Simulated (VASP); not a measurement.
# NiO2 (R-3m) in VASP: single point with LDA

Aim: the single point of NiO2 with LDA.

All numbers are computed with VASP 6.6.1; they aren't measurements. Logs are shortened: lines on timing, memory, paths and dates and some standing lists are left out, and cuts for length are marked.

**1. The cell of the first run**

The structure is trigonal, space group R-3m (No. 166). Conventional cell: a = 2.811 Å, b = 2.811 Å, c = 14.444 Å, α = 90.00°, β = 90.00°, γ = 120.00°. Ni (site symmetry -3m) has 6 O at 1.88 Å within 2.5 Å. Within 2.5 Å of O (site symmetry 3m) lie 3 Ni at 1.88 Å and 3 O at 2.49 Å.

**2. Single point, LDA**

Input file POSCAR:

```
NiO2
1.0
    1.4053036779      0.8113524567      4.8145016877
   -1.4053036779      0.8113524567      4.8145016877
    0.0000000000     -1.6227049135      4.8145016877
Ni O
1 2
Direct
    0.0000000000      0.0000000000      0.0000000000
    0.6012961353      0.6012961353      0.6012961353
    0.3987038647      0.3987038647      0.3987038647
```

Input file INCAR.step1:

```
ALGO     = Normal         # electronic algorithm
EDIFF    = 1E-6           # SCF threshold, eV
ENCUT    = 520            # plane-wave cutoff, eV
GGA      = CA             # functional
GGA_COMPAT= False        
ISIF     = 2              # what is computed and relaxed
ISMEAR   = 0              # smearing method
LASPH    = True           # aspherical terms in the spheres
LCHARG   = True           # write CHGCAR
LMAXMIX  = 4              # l up to which the mixer works
LORBIT   = 11             # projections on sites
LREAL    = False          # projectors in reciprocal space
LWAVE    = False          # write WAVECAR
NBANDS   = 22             # bands
NEDOS    = 2001           # points of the DOS
NELM     = 120            # most SCF steps
PREC     = Accurate       # precision mode
SIGMA    = 0.02           # smearing width, eV
```

Input file KPOINTS.step1:

```
k-points
0
Gamma
  12 12 12
```

Input file INCAR.step2:

```
ALGO     = Normal         # electronic algorithm
EDIFF    = 1E-6           # SCF threshold, eV
ENCUT    = 520            # plane-wave cutoff, eV
GGA      = CA             # functional
GGA_COMPAT= False        
ICHARG   = 11             # starting density
ISIF     = 2              # what is computed and relaxed
ISMEAR   = -5             # smearing method
LASPH    = True           # aspherical terms in the spheres
LCHARG   = False          # write CHGCAR
LMAXMIX  = 4              # l up to which the mixer works
LORBIT   = 10             # projections on sites
LREAL    = False          # projectors in reciprocal space
LWAVE    = False          # write WAVECAR
NBANDS   = 22             # bands
NEDOS    = 2001           # points of the DOS
NELM     = 120            # most SCF steps
PREC     = Accurate       # precision mode
SIGMA    = 0.02           # smearing width, eV
```

Input file KPOINTS.step2:

```
k-points
0
Gamma
  18 18 18
```

Potentials or basis: VASP PAW LDA potentials, release 64 (Ni_sv_GW, O).

Run with:

```sh
$ cat potpaw_LDA.64/Ni_sv_GW/POTCAR potpaw_LDA.64/O/POTCAR > POTCAR
$ cp INCAR.step1 INCAR
$ cp KPOINTS.step1 KPOINTS
$ mpirun -np 1 vasp_std > vasp.out
$ cp INCAR.step2 INCAR
$ cp KPOINTS.step2 KPOINTS
$ mpirun -np 1 vasp_std > vasp.out
```

OUTCAR:

```text
EDIFF = 1E-6
   ENCUT = 520
   GGA = CA
   ICHARG = 11
   ISIF = 2
   ISMEAR = -5
   LASPH = True
   LORBIT = 10
   LREAL = False
   NELM = 120
   PREC = Accurate

 ion  position               nearest neighbor table
   1  0.000  0.000  0.000-   2 1.88   3 1.88   2 1.88   2 1.88   3 1.88   3 1.88
   2  0.601  0.601  0.601-   1 1.88   1 1.88   1 1.88
   3  0.399  0.399  0.399-   1 1.88   1 1.88   1 1.88

  LATTYP: Found a trigonal (rhomboedric) cell.
 ALAT       =     5.0806099769
 COS(alpha) =     0.8469833647

  Lattice vectors:

 A1 = (   1.4053036779,   0.8113524567,   4.8145016877)
 A2 = (  -1.4053036779,   0.8113524567,   4.8145016877)
 A3 = (   0.0000000000,  -1.6227049135,   4.8145016877)

Analysis of symmetry for initial positions (statically):
=====================================================================
 Subroutine PRICEL returns:
 Original cell was already a primitive cell.

 Routine SETGRP: Setting up the symmetry group for a
 trigonal (rhombohedral) supercell.

 Subroutine GETGRP returns: Found 12 space group operations
 (whereof 12 operations were pure point group operations)
 out of a pool of 12 trial point group operations.

The static configuration has the point symmetry D_3d.

Analysis of symmetry for dynamics (positions and initial velocities):
=====================================================================
 Subroutine PRICEL returns:
 Original cell was already a primitive cell.

 Routine SETGRP: Setting up the symmetry group for a
 trigonal (rhombohedral) supercell.

 Subroutine GETGRP returns: Found 12 space group operations
 (whereof 12 operations were pure point group operations)
 out of a pool of 12 trial point group operations.

The dynamic configuration has the point symmetry D_3d.

 Subroutine INISYM returns: Found 12 space group operations
 (whereof 12 operations are pure point group operations),
 and found     1 'primitive' translations

----------------------------------------------------------------------------------------

                                     Primitive cell

  volume of cell :      32.9369

  direct lattice vectors                    reciprocal lattice vectors
     1.405303678  0.811352457  4.814501688     0.355794984  0.205418330  0.069235272
    -1.405303678  0.811352457  4.814501688    -0.355794984  0.205418330  0.069235272
     0.000000000 -1.622704914  4.814501688     0.000000000 -0.410836660  0.069235272

  length of vectors
     5.080609977  5.080609977  5.080609977     0.416629672  0.416629672  0.416629672

  position of ions in fractional coordinates (direct lattice)
     0.000000000  0.000000000  0.000000000
     0.601296135  0.601296135  0.601296135
     0.398703865  0.398703865  0.398703865

  ion indices of the primitive-cell ions
   primitive index   ion index
                 1           1
                 2           2
                 3           3

----------------------------------------------------------------------------------------

 KPOINTS: k-points

Automatic generation of k-mesh.
 Grid dimensions read from file:
 generate k-points for:   18   18   18

 Generating k-lattice:

  Cartesian coordinates                     Fractional coordinates (reciprocal lattice)
     0.019766388  0.011412129  0.003846404     0.055555556 -0.000000000  0.000000000
    -0.019766388  0.011412129  0.003846404    -0.000000000  0.055555556  0.000000000
     0.000000000 -0.022824259  0.003846404     0.000000000  0.000000000  0.055555556

  Length of vectors
     0.023146093  0.023146093  0.023146093

  Shift w.r.t. Gamma in fractional coordinates (k-lattice)
     0.000000000  0.000000000  0.000000000

 TETIRR: Found   2916 inequivalent tetrahedra from    34992

 Subroutine IBZKPT returns following result:
 ===========================================

 Found    580 irreducible k-points:

 Following reciprocal coordinates:
            Coordinates               Weight
  0.000000  0.000000  0.000000      1.000000
  0.055556  0.000000 -0.000000      6.000000
  0.111111  0.000000 -0.000000      6.000000
  0.166667  0.000000 -0.000000      6.000000
  0.222222  0.000000 -0.000000      6.000000
  0.277778  0.000000 -0.000000      6.000000
[... 16 lines left out ...]
 -0.277778  0.055556  0.000000     12.000000
 -0.222222  0.055556  0.000000     12.000000
 [... further k-points ...]
   k-points           NKPTS =    580   k-points in BZ     NKDIM =    580   number of bands    NBANDS=     22
   number of dos      NEDOS =   2001   number of ions     NIONS =      3
   total plane-waves  NPLWV =  64000
   dimension x,y,z NGX =    40 NGY =   40 NGZ =   40
   dimension x,y,z NGXF=    80 NGYF=   80 NGZF=   80
   ions per type =               1   2
   NGX,Y,Z   is equivalent  to a cutoff of  13.09, 13.09, 13.09 a.u.
   NGXF,Y,Z  is equivalent  to a cutoff of  26.18, 26.18, 26.18 a.u.
 SYSTEM =  unknown system
   PREC   = accura    normal or accurate (medium, high low for compatibility)
   ISTART =      0    job   : 0-new  1-cont  2-samecut
   ICHARG =     11    charge: 1-file 2-atom 10-const
   ISPIN  =      1    spin polarized calculation?
   LNONCOLLINEAR =      F non collinear calculations
   LSORBIT =      F    spin-orbit coupling
   LASPH  =      T    aspherical Exc in radial PAW
   ENCUT  =  520.0 eV  38.22 Ry    6.18 a.u.   9.45  9.45  9.45*2*pi/ulx,y,z
   NELM   =    120;   NELMIN=  2; NELMDL=  0     # of ELM steps
   EDIFF  = 0.1E-05   stopping-criterion for ELM
   LREAL  =      F    real-space projection
   EDIFFG = 0.1E-04   stopping-criterion for IOM
   NSW    =      0    number of steps for IOM
   IBRION =     -1    ionic relax: 0-MD 1-quasi-New 2-CG
   NFREE  =      0    steps in history (QN), initial steepest desc. (CG)
   ISIF   =      2    stress and relaxation
   ISYM   =      2    0-nonsym 1-usesym 2-fastsym
   POTIM  = 0.5000    time-step for ionic-motion
   TEBEG  =    0.0;   TEEND  =   0.0 temperature during run
   PSTRESS=    0.0 pullay stress
   NELECT =      30.0000    total number of electrons
   NUPDOWN=      -1.0000    fix difference up-down
   EMIN   =  10.00;   EMAX   =-10.00  energy-range for DOS
   EFERMI =   0.00;   METHOD = LEGACY
   ISMEAR =    -5;   SIGMA  =   0.02  broadening in eV -4-tet -1-fermi 0-gaus
   EFERMI_NEDOS =   21; number of points for ismear=-14 and -15
   IALGO  =     38    algorithm
   IMIX   =      4    mixing-type and parameters
     AMIX     =   0.40;   BMIX     =  1.00
     AMIX_MAG =   1.60;   BMIX_MAG =  1.00
  volume/ion in A,a.u.               =      10.98        74.09
  Fermi-wavevector in a.u.,A,eV,Ry     =   1.586918  2.998840 34.263668  2.518309
  Thomas-Fermi vector in A             =   2.686155
   LORBIT       =     10    0 simple, 1 ext, 2 COOP (PROOUT), +10 PAW based schemes
   GGA     = CA    functional components
   LHFCALC =     F    Hartree Fock is set to
   AEXX    =    0.0000 exact exchange contribution
   IVDW    =     0    specifies the selected vdW correction
   LEPSILON=     F    determine dielectric tensor
   LRPA    =     F    only Hartree local field effects (RPA)
 non-spin polarized calculation
 Fermi weights with tetrahedron method with Bloechl corrections
  energy-cutoff  :      520.00
  volume of cell :       32.94
 maximum number of plane-waves:       903
 NGX is ok and might be reduce to    40

 number of electron      30.0000012 magnetization

 Free energy of the ion-electron system (eV)
  ---------------------------------------------------
  ext. energy  EPLUGINS =         0.00000000
  ---------------------------------------------------
  free energy    TOTEN  =       -20.98241162 eV

  energy without entropy =      -20.98241162  energy(sigma->0) =      -20.98241162

 E-fermi :   1.4848     XC(G=0): -11.2617

 val. band max:        1.4700080590   @ k =   0.5000   0.5000   0.3889
 cond. band min:       2.2779186752   @ k =   0.3889   0.3889   0.1111
 fundamental gap:      0.8079106162
 Fermi energy:         1.4848466051

 k-point     1 :       0.0000    0.0000    0.0000
  band No.  band energies     occupation
      1    -101.6449      2.00000
      2     -62.6988      2.00000
      3     -62.6988      2.00000
      4     -62.4223      2.00000
      5     -17.9330      2.00000
      6     -15.4283      2.00000
[... 14 lines left out ...]
     21      20.9539      0.00000
     22      20.9541      0.00000

 k-point     2 :       0.0556    0.0000   -0.0000
  band No.  band energies     occupation
      1    -101.6448      2.00000
      2     -62.7003      2.00000
      3     -62.6992      2.00000
      4     -62.4221      2.00000
      5     -17.8913      2.00000
      6     -15.4313      2.00000
[... 14 lines left out ...]
     21      20.6103      0.00000
     22      21.0371      0.00000

 k-point     3 :       0.1111    0.0000   -0.0000
  band No.  band energies     occupation
      1    -101.6445      2.00000
      2     -62.7051      2.00000
      3     -62.7003      2.00000
      4     -62.4215      2.00000
      5     -17.7689      2.00000
      6     -15.4407      2.00000
[... 14 lines left out ...]
     21      19.7905      0.00000
     22      21.3502      0.00000

 k-point     4 :       0.1667    0.0000   -0.0000
  band No.  band energies     occupation
      1    -101.6439      2.00000
      2     -62.7118      2.00000
      3     -62.7019      2.00000
      4     -62.4207      2.00000
      5     -17.5740      2.00000
      6     -15.4576      2.00000
[... 14 lines left out ...]
     21      18.8235      0.00000
     22      20.4832      0.00000

 k-point     5 :       0.2222    0.0000   -0.0000
  band No.  band energies     occupation
      1    -101.6431      2.00000
      2     -62.7198      2.00000
      3     -62.7039      2.00000
      4     -62.4196      2.00000
      5     -17.3200      2.00000
      6     -15.4836      2.00000
[... 417 lines left out ...]
 k-point    22 :      -0.3333    0.0556    0.0000
  band No.  band energies     occupation
      1    -101.6411      2.00000
      2     -62.7402      2.00000
      3     -62.7101      2.00000
      4     -62.4165      2.00000
      5     -16.5529      2.00000
      6     -15.6056      2.00000
[... 14 lines left out ...]
     21      17.1977      0.00000
     22      18.1455      0.00000

 k-point    23 :      -0.2778    0.0556    0.0000
  band No.  band energies     occupation
      1    -101.6418      2.00000
      2     -62.7329      2.00000
      3     -62.7079      2.00000
      4     -62.4176      2.00000
      5     -16.8546      2.00000
      6     -15.5429      2.00000
[... 14 lines left out ...]
     21      16.9938      0.00000
     22      18.3727      0.00000

 k-point    24 :      -0.2222    0.0556    0.0000
  band No.  band energies     occupation
      1    -101.6426      2.00000
      2     -62.7246      2.00000
      3     -62.7057      2.00000
      4     -62.4189      2.00000
      5     -17.1553      2.00000
      6     -15.4985      2.00000
[... 14 lines left out ...]
     21      17.5195      0.00000
     22      18.8841      0.00000

 [... further k-points ...]

------------------------ aborting loop because EDIFF is reached ----------------------------------------

  FORCE on cell =-STRESS in cart. coord.  units (eV):
  Direction    XX          YY          ZZ          XY          YZ          ZX
  --------------------------------------------------------------------------------------
  -------------------------------------------------------------------------------------
  Total       -2.6219354     -2.6219354     -1.9367667      0.0000000      0.0000000      0.0000000
  in kB     -127.5411250   -127.5411250    -94.2118544      0.0000000      0.0000000      0.0000000
  external PRESSURE =    -116.4313681 kB  Pullay stress =       0.0000000 kB

 VOLUME and BASIS-vectors are now :
 -----------------------------------------------------------------------------
  energy-cutoff  :      520.00
  volume of cell :       32.94
      direct lattice vectors                 reciprocal lattice vectors
     1.405303678  0.811352457  4.814501688     0.355794984  0.205418330  0.069235272
    -1.405303678  0.811352457  4.814501688    -0.355794984  0.205418330  0.069235272
     0.000000000 -1.622704914  4.814501688     0.000000000 -0.410836660  0.069235272

 POSITION                                       TOTAL-FORCE (eV/Angst)
 -----------------------------------------------------------------------------------
      0.00000      0.00000      0.00000        -0.000000      0.000000     -0.000000
      0.00000     -0.00000      8.68482         0.000000     -0.000000      0.772408
      0.00000     -0.00000      5.75868         0.000000      0.000000     -0.772408
 -----------------------------------------------------------------------------------
    total drift:                               -0.000000     -0.000000     -0.000000

  FREE ENERGIE OF THE ION-ELECTRON SYSTEM (eV)
  ---------------------------------------------------
  free  energy   TOTEN  =       -20.9824116162 eV

  energy  without entropy=      -20.9824116162  energy(sigma->0) =      -20.98241162

 total charge

# of ion       s       p       d       f       tot
--------------------------------------------------
    1        2.239   6.478   7.652   0.026  16.395
    2        1.581   3.302   0.000   0.000   4.883
    3        1.581   3.302   0.000   0.000   4.883
--------------------------------------------------
tot          5.401  13.082   7.652   0.026  26.162
```

It took 14 min on 1 thread of Intel Xeon Platinum 8259CL at 2.50GHz (Skylake/Cascade Lake), shared host; peak memory 0.58 GiB.

Results:

```yaml
Valence_electrons_inside_the_program's_atomic_spheres: Ni 16.39; O 4.88
```

Caveat: the run has no spin polarisation, though such a crystal can be magnetic. Spin polarisation is off, so any magnetic state and its effect on volume and gap are missing.
